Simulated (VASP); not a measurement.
# Cs (Im-3m) in VASP: notebook, part 2 of 2

VASP 6.6.1.

### 4 Single point, LDA

Input file INCAR:

```
SYSTEM = Cs
PREC     = Accurate       ! precision mode
ENCUT    = 520            ! plane-wave cutoff, eV
EDIFF    = 1E-6           ! SCF threshold, eV
ISMEAR   = -1             ! smearing method
SIGMA    = 0.1            ! smearing width, eV
LREAL    = .FALSE.        ! projectors in reciprocal space
LASPH    = .TRUE.         ! aspherical terms in the spheres
NELM     = 100            ! most SCF steps
ALGO     = Normal         ! electronic algorithm
ISIF     = 2              ! what is computed and relaxed
LWAVE    = .FALSE.        ! write WAVECAR
LCHARG   = .TRUE.         ! write CHGCAR
GGA      = CA             ! functional
LELF     = .TRUE.         ! ELF
LVHAR    = .TRUE.       
NBANDS   = 10             ! bands
```

Input file KPOINTS:

```
regular mesh
0
G
  6 6 6
  0 0 0
```

Input file POSCAR:

```
Cs
1.0
   -2.8840810378      2.8840810378      2.8840810378
    2.8840810378     -2.8840810378      2.8840810378
    2.8840810378      2.8840810378     -2.8840810378
Cs
1
Direct
    0.0000000000      0.0000000000      0.0000000000
```

Potentials or basis: VASP PAW LDA potentials, release 64 (Cs_sv).

Command:

```sh
> cat potpaw_LDA.64/Cs_sv/POTCAR > POTCAR
> mpirun -np 1 vasp_std > vasp.out
```

OUTCAR:

```text
SYSTEM = Cs
   PREC = Accurate
   ENCUT = 520
   EDIFF = 1E-6
   ISMEAR = -1
   LREAL = .FALSE.
   LASPH = .TRUE.
   NELM = 100
   ISIF = 2
   GGA = CA

 ion  position               nearest neighbor table
   1  0.000  0.000  0.000-

  LATTYP: Found a body centered cubic cell.
 ALAT       =     5.7681620756

  Lattice vectors:

 A1 = (  -2.8840810378,   2.8840810378,   2.8840810378)
 A2 = (   2.8840810378,  -2.8840810378,   2.8840810378)
 A3 = (   2.8840810378,   2.8840810378,  -2.8840810378)

Analysis of symmetry for initial positions (statically):
=====================================================================
 Subroutine PRICEL returns:
 Original cell was already a primitive cell.

 Routine SETGRP: Setting up the symmetry group for a
 body centered cubic supercell.

 Subroutine GETGRP returns: Found 48 space group operations
[... 9 lines left out ...]

 Routine SETGRP: Setting up the symmetry group for a
 body centered cubic supercell.

 Subroutine GETGRP returns: Found 48 space group operations
 (whereof 48 operations were pure point group operations)
 out of a pool of 48 trial point group operations.

The dynamic configuration has the point symmetry O_h .

 Subroutine INISYM returns: Found 48 space group operations
 (whereof 48 operations are pure point group operations),
 and found     1 'primitive' translations

----------------------------------------------------------------------------------------

                                     Primitive cell

  volume of cell :      95.9583

  direct lattice vectors                    reciprocal lattice vectors
    -2.884081038  2.884081038  2.884081038     0.000000000  0.173365448  0.173365448
     2.884081038 -2.884081038  2.884081038     0.173365448  0.000000000  0.173365448
     2.884081038  2.884081038 -2.884081038     0.173365448  0.173365448  0.000000000

  length of vectors
     4.995374891  4.995374891  4.995374891     0.245175767  0.245175767  0.245175767

[... 92 lines left out ...]
  Thomas-Fermi vector in A             =   1.839012
   LORBIT       =      0    0 simple, 1 ext, 2 COOP (PROOUT), +10 PAW based schemes
   GGA     = CA    functional components
   LHFCALC =     F    Hartree Fock is set to
   AEXX    =    0.0000 exact exchange contribution
   IVDW    =     0    specifies the selected vdW correction
   LEPSILON=     F    determine dielectric tensor
   LRPA    =     F    only Hartree local field effects (RPA)
 non-spin polarized calculation
  energy-cutoff  :      520.00
  volume of cell :       95.96
 maximum number of plane-waves:      2608
 NGX is ok and might be reduce to    40
   NGX = 19   NGY = 19   NGZ = 19

 number of electron       8.9999998 magnetization

 Free energy of the ion-electron system (eV)
  ---------------------------------------------------
  ext. energy  EPLUGINS =         0.00000000
  ---------------------------------------------------
  free energy    TOTEN  =        -1.00984494 eV

  energy without entropy =       -0.96212769  energy(sigma->0) =       -0.98598631

 E-fermi :   0.7651     XC(G=0):  -6.0282

 val. band max:        0.7244189086   @ k =   0.1667   0.1667   0.1667
 cond. band min:       0.7994249949   @ k =   0.3333   0.1667   0.0000
 fundamental gap:      0.0750060863
 Fermi energy:         0.7651193591

 k-point     1 :       0.0000    0.0000    0.0000
  band No.  band energies     occupation
      1     -22.9530      2.00000
      2      -9.6480      2.00000
      3      -9.6480      2.00000
      4      -9.6480      2.00000
      5      -1.0971      2.00000
      6       3.2993      0.00000
      7       3.2993      0.00000
      8       3.2993      0.00000
      9       4.3435      0.00000
     10       4.3435      0.00000
[... 183 lines left out ...]
 k-point    16 :       0.5000    0.5000    0.5000
  band No.  band energies     occupation
      1     -22.9248      2.00000
      2      -9.8274      2.00000
      3      -9.8274      2.00000
      4      -9.8274      2.00000
      5       1.2641      0.01353
      6       1.2641      0.01353
      7       4.2947      0.00000
      8       4.2947      0.00000
      9       4.2947      0.00000
     10       5.6367      0.00000

------------------------ aborting loop because EDIFF is reached ----------------------------------------

  FORCE on cell =-STRESS in cart. coord.  units (eV):
  Direction    XX          YY          ZZ          XY          YZ          ZX
  --------------------------------------------------------------------------------------
  -------------------------------------------------------------------------------------
  Total       -0.0060618     -0.0060618     -0.0060618     -0.0000000      0.0000000      0.0000000
  in kB       -0.1012114     -0.1012114     -0.1012114     -0.0000000      0.0000000      0.0000000
  external PRESSURE =      -0.1012114 kB  Pullay stress =       0.0000000 kB

 VOLUME and BASIS-vectors are now :
 -----------------------------------------------------------------------------
  energy-cutoff  :      520.00
  volume of cell :       95.96
      direct lattice vectors                 reciprocal lattice vectors
    -2.884081038  2.884081038  2.884081038     0.000000000  0.173365448  0.173365448
     2.884081038 -2.884081038  2.884081038     0.173365448  0.000000000  0.173365448
     2.884081038  2.884081038 -2.884081038     0.173365448  0.173365448  0.000000000

 POSITION                                       TOTAL-FORCE (eV/Angst)
 -----------------------------------------------------------------------------------
      0.00000      0.00000      0.00000        -0.000000      0.000000      0.000000
 -----------------------------------------------------------------------------------
    total drift:                               -0.000000     -0.000000     -0.000000

  FREE ENERGIE OF THE ION-ELECTRON SYSTEM (eV)
  ---------------------------------------------------
  free  energy   TOTEN  =        -1.0098449353 eV

  energy  without entropy=       -0.9621276882  energy(sigma->0) =       -0.98598631
```

Run time: 8.8 s. Hardware: 1 thread of Intel Xeon 6975P-C, shared host; peak memory 0.19 GiB.

Results:

- Free energy: -1.0098 eV
- Pressure: 0.0 GPa

Levels at points of the mesh, in eV from the Fermi level:
```csv
k point,band 2,band 3,band 4,band 5,band 6,band 7
"(0.00, 0.00, 0.00)",-10.41,-10.41,-10.41,-1.86,2.53,2.53
"(0.50, 0.00, 0.00)",-10.67,-10.50,-10.41,-0.07,1.18,1.58
"(0.50, 0.50, 0.50)",-10.59,-10.59,-10.59,0.50,0.50,3.53
```

Caveat: spin-orbit coupling is left out, which moves the levels of the heavy elements.

### 5 The runs side by side

| k mesh | gap on the mesh (eV) | pressure (GPa) |
| --- | --- | --- |
| 4 × 4 × 4 | none | 0.0 |
| 5 × 5 × 5 | none | 0.0 |
| 6 × 6 × 6 | none | 0.0 |

Alike in all rows: task single point; level LDA; potentials or basis VASP PAW LDA potentials, release 64 (Cs_sv); no spin polarisation; cell as given; cutoff (eV) 520; smearing fermi-dirac 0.1 eV.

Caveats: some runs use coarse meshes; spin-orbit coupling is left out, which moves the levels of the heavy elements.

Total energies depend on the potentials used, so only differences within one code and one set of settings carry meaning.
